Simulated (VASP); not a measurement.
RbSi8:

```
Rb Si
1.0
     6.38430    0.00000    0.00000
     0.00000    4.28667    2.96099
     0.00000   -4.28667    2.96099
Rb Si
1 8
Cartesian
  3.1921 0.0000 4.9348
  1.3980 2.1151 1.5607
  4.9863 -2.1151 1.5607
  1.3980 -2.1151 1.5607
  4.9863 2.1151 1.5607
  0.0000 2.7975 3.0320
  0.0000 -2.7975 3.0320
  3.1921 -1.0620 1.9556
  3.1921 1.0620 1.9556
```

The cell was built from a structure type or drawn by symmetry, and may not be a known phase.

* Program: VASP 6.6.1
* Task: relaxation of cell and atoms
* Functional: PBE
* Potentials or basis: VASP PAW PBE potentials, release 64 (Rb_sv, Si)
* Cutoff: 600 eV
* k mesh: 4 × 4 × 4
* Occupations: gaussian, width 0.1 eV
* Spin: no spin polarisation

At the start: pressure 33.6 GPa; volume 18.01 Å³/atom.

Problem. Where does the relaxation end?

Solution. Over 32 steps the energy falls by 891.0 meV/atom and the volume is 20.99 Å³/atom (+16.5 %); space group Amm2 (No. 38, to 0.1 Å) before, Cmmm (No. 65, to 0.1 Å).

Step by step:
| step | energy change (eV) | largest force (eV/Å) | pressure (GPa) | volume (Å³) |
| --- | --- | --- | --- | --- |
| 1 | 0.0000 | 4.5390 | 33.58 | 162.07 |
| 2 | -3.7265 | 0.7430 | -7.28 | 267.22 |
| 3 | -5.2113 | 1.2889 | -0.65 | 217.69 |
| 4 | -5.2104 | 1.3250 | -0.36 | 216.47 |
| 5 | -5.5056 | 1.3502 | -0.69 | 216.02 |
| 6 | -5.9597 | 1.3610 | -0.98 | 214.38 |
| 7 | -6.1382 | 1.0044 | -0.89 | 210.85 |
| 8 | -6.1579 | 1.1117 | -0.74 | 209.32 |
| 9 | -6.3067 | 0.7281 | -0.29 | 205.99 |
| 10 | -6.3741 | 0.8707 | 0.61 | 201.68 |
| 11 | -6.5059 | 0.8022 | 0.38 | 201.14 |
| 12 | -6.7746 | 0.8716 | 0.10 | 199.46 |
| 13 | -6.8628 | 2.0204 | 1.28 | 195.85 |
| 14 | -6.8911 | 1.5414 | 0.64 | 197.21 |
| 15 | -6.9870 | 1.4795 | 0.40 | 197.25 |
| 16 | -7.2344 | 1.3166 | -0.24 | 197.34 |
| 17 | -7.4029 | 1.0827 | -0.57 | 197.48 |
| 18 | -7.4162 | 1.1329 | -0.66 | 197.45 |
| 19 | -7.5099 | 0.9829 | -0.71 | 196.62 |
| 20 | -7.7340 | 0.5156 | -0.69 | 194.10 |
| 21 | -7.8426 | 0.6348 | 0.37 | 189.02 |
| 22 | -7.8723 | 0.3897 | -0.24 | 190.99 |
| 23 | -7.8749 | 0.4082 | -0.14 | 190.60 |
| 24 | -7.9423 | 0.3272 | -0.09 | 189.64 |
| 25 | -7.9577 | 0.4262 | 0.00 | 188.93 |
| 26 | -7.9849 | 0.2069 | 0.01 | 188.86 |
| 27 | -7.9986 | 0.2642 | 0.08 | 188.76 |
| 28 | -8.0088 | 0.2309 | -0.08 | 189.04 |
| 29 | -8.0131 | 0.1920 | -0.25 | 189.36 |
| 30 | -8.0177 | 0.0950 | 0.15 | 188.28 |
| 31 | -8.0178 | 0.0795 | 0.22 | 188.11 |
| 32 | -8.0189 | 0.0232 | -0.05 | 188.89 |

Final structure:
```
Rb Si
1.0
     6.39440    0.00000    0.00000
     0.00000    4.62796    3.19139
     0.00000   -4.62796    3.19139
Rb Si
1 8
Direct
  0.50000 0.95184 0.95184
  0.24048 0.45188 0.95275
  0.75952 0.95275 0.45188
  0.24048 0.95275 0.45188
  0.75952 0.45188 0.95275
  0.00000 0.81995 0.08442
  0.00000 0.08442 0.81995
  0.50000 0.32030 0.58612
  0.50000 0.58612 0.32030
```

Caveat: the volume moved by over 15 % at a fixed basis, so the end points are rough.
